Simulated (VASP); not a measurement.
Runs of VASP 6.6.1 on Ta4O. The typed cell holds 5 atoms: a = 3.232 Å, b = 3.261 Å, c = 7.384 Å, α = 90.85°, β = 88.98°, γ = 90.54°. 

```tsv
potentials or basis	k mesh	cutoff (eV)	second run	gap on the mesh (eV)	pressure (GPa)	largest force (eV/Å)
VASP PAW PBE potentials, release 64 (Ta_pv, O)	1 × 1 × 1	520	-	0.04	8.9	5.36
VASP PAW PBE potentials, release 64 (Ta_pv, O)	6 × 6 × 4	520	-	none	7.5	(b)
VASP PAW PBE potentials, release 64 (Ta_pv, O)	4 × 4 × 2	520	-	none	7.6	3.04
VASP PAW PBE potentials, release 64 (Ta_pv, O)	6 × 6 × 2	520	-	none	7.5	3.08
VASP PAW PBE potentials, release 64 (Ta_pv, O)	2 × 2 × 1	520	-	(c)	10.5	(a)
VASP PAW PBE potentials, release 64 (Ta_sv_GW, O)	1 × 1 × 1	600	valence_matched	0.04	7.6	5.29
```

Alike in all rows: task single point; level PBE; no spin polarisation; cell as given; smearing gaussian 0.1 eV.

Fill in the values left out.

(a) 4.51; (b) 3.00; (c) 0.21.

Caveats: some runs use coarse meshes; spin-orbit coupling is left out, which moves the levels of the heavy elements; forces of over 1 eV/Å act on the atoms, so gaps and moduli don't describe the material at rest.

A k mesh can miss the band edges, and the runs leave out spin-orbit coupling on Ta.

A gap of «none» marks levels without a gap at the run's occupations.

The runs don't all hold the same shells in valence.
